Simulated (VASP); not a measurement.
Here is a VASP 6.6.1 calculation.

The input INCAR:

```
ALGO = Normal
EDIFF = 1E-6
ENCUT = 520
GGA = PE
ISIF = 2
ISMEAR = 0
LASPH = True
LCHARG = True
LELF = True
LREAL = False
LVHAR = True
LWAVE = False
NBANDS = 27
NELM = 100
PREC = Accurate
SIGMA = 0.1
```

KPOINTS

```
k-points
0
Gamma
  4 4 4
```

The input POSCAR:

```
La3N
1.0
    4.6911980980      0.0000000000      0.0000000000
    0.0000000000      4.6911980980      0.0000000000
    0.0000000000      0.0000000000      6.7483955265
La N
3 1
Direct
    0.5000000000      0.0000000000      0.1001180842
    0.0000000000      0.5000000000      0.1001180842
    0.5000000000      0.5000000000      0.6483505531
    0.5000000000      0.5000000000      0.9807779587
```

Potentials or basis: VASP PAW PBE potentials, release 64 (La, N).

The run is started by

```bash
$ cat potpaw_PBE.64/La/POTCAR potpaw_PBE.64/N/POTCAR > POTCAR
$ mpirun -np 1 vasp_std > vasp.out
```

Estimate the pressure.

-0.2 GPa.

What does it give for the largest force?

0.012 eV/Å.

Forces in eV/Å, atoms in the order of the input:
```
La   0.000  0.000 -0.004
La   0.000  0.000 -0.004
La   0.000  0.000  0.012
N    0.000  0.000 -0.005
```
